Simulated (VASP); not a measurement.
Wanted: the native input for a VASP 6.6.1 run.

```yaml
Task: single point
Functional: r2SCAN
Potentials_or_basis: VASP PAW PBE potentials, release 64 (Cd, S)
Cutoff: 520 eV
k_mesh: 16 × 16 × 16
Occupations: fermi-dirac, width 0.1 eV
Spin: no spin polarisation
Dipole_correction: no
Further_INCAR_settings: ALGO = Normal; EDIFF = 1e-06; NBANDS = 16
```

CdS:

```
Cd S
1.0
     0.00000    2.72688    2.72688
     2.72688    0.00000    2.72688
     2.72688    2.72688    0.00000
Cd S
1 1
Direct
  0.00000 0.00000 0.00000
  0.50000 0.50000 0.50000
```

The input as run:

POSCAR

```
CdS
1.0
    0.0000000000      2.7268811899      2.7268811899
    2.7268811899      0.0000000000      2.7268811899
    2.7268811899      2.7268811899      0.0000000000
Cd S
1 1
Direct
    0.0000000000      0.0000000000      0.0000000000
    0.5000000000      0.5000000000      0.5000000000
```

INCAR.step1

```
  ALGO = Normal
  EDIFF = 1E-4
  ENCUT = 520
  GGA = PE
  ISMEAR = -1
  LASPH = True
  LCHARG = False
  LREAL = False
  LWAVE = True
  NBANDS = 16
  NELM = 80
  PREC = Accurate
  SIGMA = 0.1
```

INCAR.step2

```
  ALGO = Normal
  EDIFF = 1E-6
  ENCUT = 520
  ISIF = 2
  ISMEAR = -1
  ISTART = 1
  LASPH = True
  LCHARG = False
  LMIXTAU = True
  LREAL = False
  LWAVE = False
  METAGGA = R2SCAN
  NBANDS = 16
  NELM = 80
  PREC = Accurate
  SIGMA = 0.1
```

KPOINTS

```
k-points
0
Gamma
  16 16 16
```

Potentials or basis: VASP PAW PBE potentials, release 64 (Cd, S).

Run with:

```sh
$ cat potpaw_PBE.64/Cd/POTCAR potpaw_PBE.64/S/POTCAR > POTCAR
$ cp INCAR.step1 INCAR
$ mpirun -np 1 vasp_std > vasp.out
$ cp INCAR.step2 INCAR
$ mpirun -np 1 vasp_std > vasp.out
```

It gave:

- Pressure: 0.5 GPa
- Band gap on the k mesh: 0.74 eV, indirect (least direct gap 2.35 eV)

Caveat: the PAW data sets were made with another functional, which shifts forces and pressure a little.

It took 11 min on 1 thread of AMD EPYC 7R13, with other jobs on the host, peak memory 0.21 GiB.
